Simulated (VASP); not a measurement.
# YF (P6_3mc) in VASP: further runs

The runs below take YF through single point, relaxation of cell and atoms, with PBE.

Everything below comes from runs of VASP 6.6.1. Logs are shortened: lines on timing, memory, paths and dates and some standing lists are left out, and cuts for length are marked.

### 1 The cell of the first run

It takes space group P6_3mc (No. 186, hexagonal). The conventional cell has a = 3.872 Å, b = 3.872 Å, c = 6.381 Å, α = 90.00°, β = 90.00°, γ = 120.00°. Within 3.1 Å of Y (site symmetry 3m) lie 4 F at 2.37 to 2.38 Å. F (site symmetry 3m) has 4 Y at 2.37 to 2.38 Å within 3.1 Å.

### 2 Single point, PBE, collinear spin, ferromagnetic start

File INCAR:

```
SYSTEM = YF
ALGO = Normal
EDIFF = 1E-6
ENCUT = 520
GGA = PE
ISIF = 2
ISMEAR = 0
ISPIN = 2
LASPH = .TRUE.
LCHARG = .FALSE.
LMAXMIX = 4
LORBIT = 11
LREAL = .FALSE.
LWAVE = .FALSE.
MAGMOM = 0 0 1 1
NBANDS = 30
NELM = 150
PREC = Accurate
SIGMA = 0.1
```

File KPOINTS:

```
k-points
0
G
  6 6 4
  0 0 0
```

File POSCAR:

```
YF
1.0
    3.8721495935      0.0000000000      0.0000000000
   -1.9360747967      3.3533799152      0.0000000000
    0.0000000000      0.0000000000      6.3813759478
Y F
2 2
Direct
    0.3333333333      0.6666666667      0.3725097604
    0.6666666667      0.3333333333      0.8725097604
    0.3333333333      0.6666666667      0.0006251696
    0.6666666667      0.3333333333      0.5006251696
```

Potentials or basis: VASP PAW PBE potentials, release 64 (Y_sv, F).

Started as:

```console
cat potpaw_PBE.64/Y_sv/POTCAR potpaw_PBE.64/F/POTCAR > POTCAR
mpirun -np 1 vasp_std > vasp.out
```

OUTCAR:

```text
SYSTEM = YF
   EDIFF = 1E-6
   ENCUT = 520
   GGA = PE
   ISIF = 2
   ISMEAR = 0
   ISPIN = 2
   LASPH = .TRUE.
   LORBIT = 11
   LREAL = .FALSE.
   NELM = 150
   PREC = Accurate

 ion  position               nearest neighbor table
   1  0.333  0.667  0.373-   3 2.37   4 2.38   4 2.38   4 2.38   2 3.90   2 3.90   2 3.90   2 3.90
                             2 3.90   2 3.90
   2  0.667  0.333  0.873-   4 2.37   3 2.38   3 2.38   3 2.38   1 3.90   1 3.90   1 3.90   1 3.90
                             1 3.90   1 3.90
   3  0.333  0.667  0.001-   1 2.37   2 2.38   2 2.38   2 2.38
   4  0.667  0.333  0.501-   2 2.37   1 2.38   1 2.38   1 2.38

  LATTYP: Found a hexagonal cell.
 ALAT       =     3.8721495935
 C/A-ratio  =     1.6480189605

  Lattice vectors:

 A1 = (   3.8721495935,   0.0000000000,   0.0000000000)
 A2 = (  -1.9360747967,   3.3533799152,   0.0000000000)
 A3 = (   0.0000000000,   0.0000000000,   6.3813759478)

Analysis of symmetry for initial positions (statically):
=====================================================================
 Subroutine PRICEL returns:
 Original cell was already a primitive cell.

 Routine SETGRP: Setting up the symmetry group for a
 hexagonal supercell.

 Subroutine GETGRP returns: Found 12 space group operations
 (whereof  6 operations were pure point group operations)
 out of a pool of 24 trial point group operations.

The static configuration has the point symmetry C_3v.
 The point group associated with its full space group is C_6v.

Analysis of symmetry for dynamics (positions and initial velocities):
=====================================================================
 Subroutine PRICEL returns:
 Original cell was already a primitive cell.

 Routine SETGRP: Setting up the symmetry group for a
 hexagonal supercell.

 Subroutine GETGRP returns: Found 12 space group operations
 (whereof  6 operations were pure point group operations)
 out of a pool of 24 trial point group operations.

The dynamic configuration has the point symmetry C_3v.
 The point group associated with its full space group is C_6v.

Analysis of structural, dynamic, and magnetic symmetry:
=====================================================================
 Subroutine PRICEL returns:
 Original cell was already a primitive cell.

 Routine SETGRP: Setting up the symmetry group for a
 hexagonal supercell.

 Subroutine GETGRP returns: Found 12 space group operations
 (whereof  6 operations were pure point group operations)
 out of a pool of 24 trial point group operations.

The overall configuration has the point symmetry C_3v.
 The point group associated with its full space group is C_6v.

 Subroutine INISYM returns: Found 12 space group operations
 (whereof  6 operations are pure point group operations),
 and found     1 'primitive' translations

----------------------------------------------------------------------------------------

                                     Primitive cell

  volume of cell :      82.8608

  direct lattice vectors                    reciprocal lattice vectors
     3.872149594  0.000000000  0.000000000     0.258254485  0.149103297  0.000000000
    -1.936074797  3.353379915  0.000000000     0.000000000  0.298206593  0.000000000
     0.000000000  0.000000000  6.381375948     0.000000000  0.000000000  0.156706016

  length of vectors
     3.872149594  3.872149593  6.381375948     0.298206593  0.298206593  0.156706016

  position of ions in fractional coordinates (direct lattice)
     0.333333333  0.666666667  0.372509760
     0.666666667  0.333333333  0.872509760
     0.333333333  0.666666667  0.000625170
     0.666666667  0.333333333  0.500625170

  ion indices of the primitive-cell ions
   primitive index   ion index
                 1           1
                 2           2
                 3           3
                 4           4

----------------------------------------------------------------------------------------

 KPOINTS: k-points

Automatic generation of k-mesh.
 Grid dimensions read from file:
 generate k-points for:    6    6    4

 Generating k-lattice:

  Cartesian coordinates                     Fractional coordinates (reciprocal lattice)
     0.043042414  0.024850549  0.000000000     0.166666667  0.000000000  0.000000000
     0.000000000  0.049701099  0.000000000     0.000000000  0.166666667  0.000000000
     0.000000000  0.000000000  0.039176504     0.000000000  0.000000000  0.250000000

  Length of vectors
     0.049701099  0.049701099  0.039176504

  Shift w.r.t. Gamma in fractional coordinates (k-lattice)
     0.000000000  0.000000000  0.000000000

 Subroutine IBZKPT returns following result:
 ===========================================

 Found     21 irreducible k-points:

 Following reciprocal coordinates:
            Coordinates               Weight
  0.000000  0.000000  0.000000      1.000000
  0.166667  0.000000  0.000000      6.000000
  0.333333  0.000000  0.000000      6.000000
  0.500000  0.000000  0.000000      3.000000
  0.166667  0.166667  0.000000      6.000000
  0.333333  0.166667  0.000000     12.000000
[... 13 lines left out ...]
  0.333333  0.166667  0.500000     12.000000
  0.333333  0.333333  0.500000      2.000000
   k-points           NKPTS =     21   k-points in BZ     NKDIM =     21   number of bands    NBANDS=     30
   number of dos      NEDOS =    301   number of ions     NIONS =      4
   total plane-waves  NPLWV =  43200
   dimension x,y,z NGX =    30 NGY =   30 NGZ =   48
   dimension x,y,z NGXF=    60 NGYF=   60 NGZF=   96
   ions per type =               2   2
   NGX,Y,Z   is equivalent  to a cutoff of  12.88, 12.88, 12.50 a.u.
   NGXF,Y,Z  is equivalent  to a cutoff of  25.76, 25.76, 25.01 a.u.
 SYSTEM =  YF
   PREC   = accura    normal or accurate (medium, high low for compatibility)
   ISTART =      0    job   : 0-new  1-cont  2-samecut
   ICHARG =      2    charge: 1-file 2-atom 10-const
   ISPIN  =      2    spin polarized calculation?
   LNONCOLLINEAR =      F non collinear calculations
   LSORBIT =      F    spin-orbit coupling
   LASPH  =      T    aspherical Exc in radial PAW
   ENCUT  =  520.0 eV  38.22 Ry    6.18 a.u.   7.20  7.20 11.87*2*pi/ulx,y,z
   NELM   =    150;   NELMIN=  2; NELMDL= -5     # of ELM steps
   EDIFF  = 0.1E-05   stopping-criterion for ELM
   LREAL  =      F    real-space projection
   EDIFFG = 0.1E-04   stopping-criterion for IOM
   NSW    =      0    number of steps for IOM
   IBRION =     -1    ionic relax: 0-MD 1-quasi-New 2-CG
   NFREE  =      0    steps in history (QN), initial steepest desc. (CG)
   ISIF   =      2    stress and relaxation
   ISYM   =      2    0-nonsym 1-usesym 2-fastsym
   POTIM  = 0.5000    time-step for ionic-motion
   TEBEG  =    0.0;   TEEND  =   0.0 temperature during run
   PSTRESS=    0.0 pullay stress
   NELECT =      36.0000    total number of electrons
   NUPDOWN=      -1.0000    fix difference up-down
   EMIN   =  10.00;   EMAX   =-10.00  energy-range for DOS
   EFERMI =   0.00;   METHOD = LEGACY
   ISMEAR =     0;   SIGMA  =   0.10  broadening in eV -4-tet -1-fermi 0-gaus
   EFERMI_NEDOS =   21; number of points for ismear=-14 and -15
   IALGO  =     38    algorithm
   IMIX   =      4    mixing-type and parameters
     AMIX     =   0.40;   BMIX     =  1.00
     AMIX_MAG =   1.60;   BMIX_MAG =  1.00
  volume/ion in A,a.u.               =      20.72       139.79
  Fermi-wavevector in a.u.,A,eV,Ry     =   1.239917  2.343103 20.917515  1.537394
  Thomas-Fermi vector in A             =   2.374380
   LORBIT       =     11    0 simple, 1 ext, 2 COOP (PROOUT), +10 PAW based schemes
   GGA     = PE    functional components
   LHFCALC =     F    Hartree Fock is set to
   AEXX    =    0.0000 exact exchange contribution
   IVDW    =     0    specifies the selected vdW correction
   LEPSILON=     F    determine dielectric tensor
   LRPA    =     F    only Hartree local field effects (RPA)
 spin polarized calculation
 Gauss-broadening in eV      SIGMA  =   0.10
  energy-cutoff  :      520.00
  volume of cell :       82.86
 maximum number of plane-waves:      2259
 NGX is ok and might be reduce to    30
   NGX = 15   NGY = 15   NGZ = 23

 number of electron      35.9999961 magnetization       0.0003408

 Free energy of the ion-electron system (eV)
  ---------------------------------------------------
  ext. energy  EPLUGINS =         0.00000000
  ---------------------------------------------------
  free energy    TOTEN  =       -25.42149838 eV

  energy without entropy =      -25.40967176  energy(sigma->0) =      -25.41558507

 E-fermi :   3.8039     XC(G=0):  -9.5619

 val. band max:        3.6758274314   @ k =   0.3333   0.3333   0.5000
 cond. band min:       3.8216437528   @ k =   0.3333   0.0000   0.0000
 fundamental gap:      0.1458163214
 Fermi energy:         3.8039301034

 spin component 1

 k-point     1 :       0.0000    0.0000    0.0000
  band No.  band energies     occupation
      1     -40.0391      1.00000
      2     -40.0084      1.00000
      3     -22.7914      1.00000
      4     -22.3584      1.00000
      5     -19.9065      1.00000
      6     -19.9065      1.00000
[... 682 lines left out ...]
     29      10.1744      0.00000
     30      10.1744      0.00000
 Fermi energy:         3.8039301034

 spin component 2

 k-point     1 :       0.0000    0.0000    0.0000
  band No.  band energies     occupation
      1     -40.0390      1.00000
      2     -40.0083      1.00000
      3     -22.7914      1.00000
      4     -22.3584      1.00000
      5     -19.9065      1.00000
      6     -19.9065      1.00000
[... 682 lines left out ...]
     29      10.1746      0.00000
     30      10.1746      0.00000

------------------------ aborting loop because EDIFF is reached ----------------------------------------

  FORCE on cell =-STRESS in cart. coord.  units (eV):
  Direction    XX          YY          ZZ          XY          YZ          ZX
  --------------------------------------------------------------------------------------
  -------------------------------------------------------------------------------------
  Total        0.0276699      0.0276699     -0.0214684      0.0000000      0.0000000      0.0000000
  in kB        0.5350189      0.5350189     -0.4151087      0.0000000      0.0000000      0.0000000
  external PRESSURE =       0.2183097 kB  Pullay stress =       0.0000000 kB

 VOLUME and BASIS-vectors are now :
 -----------------------------------------------------------------------------
  energy-cutoff  :      520.00
  volume of cell :       82.86
      direct lattice vectors                 reciprocal lattice vectors
     3.872149594  0.000000000  0.000000000     0.258254485  0.149103297  0.000000000
    -1.936074797  3.353379915  0.000000000     0.000000000  0.298206593  0.000000000
     0.000000000  0.000000000  6.381375948     0.000000000  0.000000000  0.156706016

 POSITION                                       TOTAL-FORCE (eV/Angst)
 -----------------------------------------------------------------------------------
     -0.00000      2.23559      2.37712         0.000000     -0.000000     -0.023105
      1.93607      1.11779      5.56781        -0.000000     -0.000000     -0.023105
     -0.00000      2.23559      0.00399        -0.000000      0.000000      0.023105
      1.93607      1.11779      3.19468         0.000000     -0.000000      0.023105
 -----------------------------------------------------------------------------------
    total drift:                                0.000000     -0.000000      0.001365

  FREE ENERGIE OF THE ION-ELECTRON SYSTEM (eV)
  ---------------------------------------------------
  free  energy   TOTEN  =       -25.4214983806 eV

  energy  without entropy=      -25.4096717562  energy(sigma->0) =      -25.41558507

 total charge

# of ion       s       p       d       f       tot
--------------------------------------------------
    1        2.181   6.253   0.814   0.052   9.300
    2        2.181   6.253   0.814   0.052   9.300
    3        1.746   4.367   0.000   0.000   6.112
    4        1.746   4.367   0.000   0.000   6.112
--------------------------------------------------
tot          7.853  21.239   1.628   0.104  30.824

 magnetization (x)

# of ion       s       p       d       f       tot
--------------------------------------------------
    1        0.000   0.000   0.000   0.000   0.000
    2        0.000   0.000   0.000   0.000   0.000
    3        0.000   0.000   0.000   0.000   0.000
    4        0.000   0.000   0.000   0.000   0.000
--------------------------------------------------
tot          0.000   0.000   0.000   0.000   0.000
```

Wall time 91 s (1 thread of AMD EPYC 9R45 (Zen 5), shared host); peak memory 0.25 GiB.

Results:

* Free energy: -25.4215 eV
* Pressure: 0.0 GPa
* Largest force: 0.023 eV/Å
* Band gap on the k mesh: zero (filled and empty bands overlap)
* Net moment: 0.00 μB per cell
* Valence electrons inside the program's atomic spheres: Y 9.30; F 6.11

Forces in eV/Å, atoms in the order of the input:
```
Y    0.000  0.000 -0.023
Y    0.000  0.000 -0.023
F    0.000  0.000  0.023
F    0.000  0.000  0.023
```

### 3 Single point, PBE

This run uses another cell than the first one, of 20.51 Å³/atom, 0.990 times its volume.

File INCAR:

```
PREC = Accurate
ENCUT = 520
EDIFF = 1E-6
ISMEAR = 0
SIGMA = 0.1
LREAL = F
LASPH = T
NELM = 60
ALGO = Normal
ISIF = 2
LWAVE = F
LCHARG = F
GGA = PE
NBANDS = 26
```

File KPOINTS:

```
Automatic mesh
0
Gamma
  18 18 6
```

File POSCAR:

```
YF
1.0
    3.5382426996      0.0000000000      0.0000000000
   -1.7691213498      3.0642080626      0.0000000000
    0.0000000000      0.0000000000      7.5686803650
Y F
2 2
Direct
    0.3333333333      0.6666666667      0.3316376306
    0.6666666667      0.3333333333      0.8316376306
    0.3333333333      0.6666666667      0.0414972994
    0.6666666667      0.3333333333      0.5414972994
```

Potentials or basis: VASP PAW PBE potentials, release 64 (Y_sv, F).

Started as:

```console
cat potpaw_PBE.64/Y_sv/POTCAR potpaw_PBE.64/F/POTCAR > POTCAR
mpirun -np 1 vasp_std > vasp.out
```

It took 2.8 min on 1 thread of AMD EPYC 9R45 (Zen 5), shared host; peak memory 0.38 GiB.

It converged, with:

```yaml
Free_energy: -25.6817 eV
Pressure: -0.1 GPa
Largest_force: 0.006 eV/Å
Band_gap_on_the_k_mesh: zero (band 18 reaches 4.46 eV, above the bottom of band 19 at 4.10 eV)
```

Forces in eV/Å, atoms in the order of the input:
```
Y    0.000  0.000  0.006
Y    0.000  0.000  0.006
F    0.000  0.000 -0.006
F    0.000  0.000 -0.006
```

Stress tensor (GPa, compression positive):
```
-0.18  0.00  0.00
 0.00 -0.18  0.00
 0.00  0.00  0.00
```

Levels at points of the mesh, in eV from the Fermi level:
```tsv
k point	band 14	band 15	band 16	band 17	band 18	band 19	band 20	band 21	band 22	band 23
(0.00, 0.00, 0.00)	-7.56	-7.37	-7.37	-3.25	-2.36	1.29	1.29	1.46	1.54	1.54
(0.50, 0.00, 0.00)	-7.81	-7.73	-7.43	-1.45	-0.92	0.61	0.69	2.14	2.63	2.92
(0.00, 0.00, 0.50)	-7.47	-7.47	-7.47	-2.66	-2.66	1.35	1.35	1.44	1.44	1.44
(0.50, 0.00, 0.50)	-7.99	-7.58	-7.58	-1.13	-1.13	0.59	0.59	2.82	2.82	3.14
```

### 4 Relaxation of cell and atoms, PBE

This run uses another cell than the first one, of 20.52 Å³/atom, 0.991 times its volume.

File INCAR:

```
ALGO     = Normal         # electronic algorithm
EDIFF    = 1E-6           # SCF threshold, eV
EDIFFG   = -0.01          # ionic threshold
ENCUT    = 600            # plane-wave cutoff, eV
GGA      = PE             # functional
IBRION   = 2              # ionic algorithm
ISIF     = 3              # what is computed and relaxed
ISMEAR   = 0              # smearing method
LASPH    = T              # aspherical terms in the spheres
LCHARG   = F              # write CHGCAR
LREAL    = F              # projectors in reciprocal space
LWAVE    = F              # write WAVECAR
NELM     = 100            # most SCF steps
NSW      = 100            # ionic steps
PREC     = Accurate       # precision mode
SIGMA    = 0.1            # smearing width, eV
```

File KPOINTS:

```
k-points
0
Gamma
  18 18 6
```

File POSCAR:

```
YF
1.0
    3.5420964114      0.0000000000      0.0000000000
   -1.7710482057      3.0675454750      0.0000000000
    0.0000000000      0.0000000000      7.5545587560
Y F
2 2
Direct
    0.3333333333      0.6666666667      0.3319065757
    0.6666666667      0.3333333333      0.8319065757
    0.3333333333      0.6666666667      0.0412283543
    0.6666666667      0.3333333333      0.5412283543
```

Started as:

```console
cat potpaw_PBE.64/Y_sv/POTCAR potpaw_PBE.64/F/POTCAR > POTCAR
mpirun -np 1 vasp_std > vasp.out
```

It took 14 min on 1 thread of Intel Xeon 6975P-C, shared host; peak memory 0.46 GiB.

The run converged. Its results:

* Free energy: -25.6857 eV
* Relaxed volume: 20.43 Å³/atom
* Relaxed cell: a = 3.530 Å, b = 3.530 Å, c = 7.571 Å, α = 90.00°, β = 90.00°, γ = 120.00°
* Space group after relaxing (to 0.05 Å): P6_3mc (No. 186)
* Energy gained by relaxing: 0.1 meV/atom
* Ionic steps: 6
* Pressure after relaxing: 0.0 GPa
* Largest force after relaxing: 0.009 eV/Å
* Band gap on the k mesh: zero (band 18 reaches 4.49 eV, above the bottom of band 19 at 4.13 eV)

Forces on the atoms (eV/Å):
```
Y    0.000  0.000 -0.009
Y    0.000  0.000 -0.009
F    0.000  0.000  0.009
F    0.000  0.000  0.009
```

Step by step:
```tsv
step	energy change (eV)	largest force (eV/Å)	pressure (GPa)	volume (Å³)
1	0.0000	0.0019	-0.17	82.08
2	-0.0003	0.0017	-0.01	81.83
3	-0.0003	0.0017	0.06	81.69
4	-0.0004	0.0137	-0.01	81.72
5	-0.0004	0.0158	-0.01	81.73
6	-0.0005	0.0086	0.00	81.72
```

Final structure:
```
Y F
1.0
     3.53042    0.00000    0.00000
    -1.76521    3.05743    0.00000
     0.00000    0.00000    7.57075
Y F
2 2
Direct
  0.33333 0.66667 0.33175
  0.66667 0.33333 0.83175
  0.33333 0.66667 0.04138
  0.66667 0.33333 0.54138
```

Levels at points of the mesh, in eV from the Fermi level:
```
           k point  band 14  band 15  band 16  band 17  band 18  band 19  band 20  band 21  band 22
(0.00, 0.00, 0.00)    -7.57    -7.38    -7.38    -3.25    -2.36     1.30     1.30     1.47     1.55
(0.50, 0.00, 0.00)    -7.82    -7.74    -7.44    -1.46    -0.93     0.61     0.69     2.15     2.65
(0.00, 0.00, 0.50)    -7.48    -7.48    -7.48    -2.66    -2.66     1.35     1.35     1.45     1.45
(0.50, 0.00, 0.50)    -8.00    -7.59    -7.59    -1.14    -1.14     0.59     0.59     2.84     2.84
```

### 5 Overview

| task | spin | cell | k mesh | cutoff (eV) | gap on the mesh (eV) | pressure (GPa) | largest force (eV/Å) |
| --- | --- | --- | --- | --- | --- | --- | --- |
| single point | collinear, ferromagnetic start | a = 3.872, b = 3.872, c = 6.381 Å, angles 90.0, 90.0, 120.0°, 4 atoms | 6 × 6 × 4 | 520 | none | 0.0 | 0.02 |
| single point | off | a = 3.538, b = 3.538, c = 7.569 Å, angles 90.0, 90.0, 120.0°, 4 atoms | 18 × 18 × 6 | 520 | none | -0.1 | 0.01 |
| relaxation of cell and atoms | off | relaxed from a = 3.542, b = 3.542, c = 7.555 Å, angles 90.0, 90.0, 120.0°, 4 atoms | 18 × 18 × 6 | 600 | none | 0.0 | 0.01 |

Alike in all rows: level PBE; potentials or basis VASP PAW PBE potentials, release 64 (Y_sv, F); smearing gaussian 0.1 eV.

Absolute energies hang on the potentials; compare differences alone.
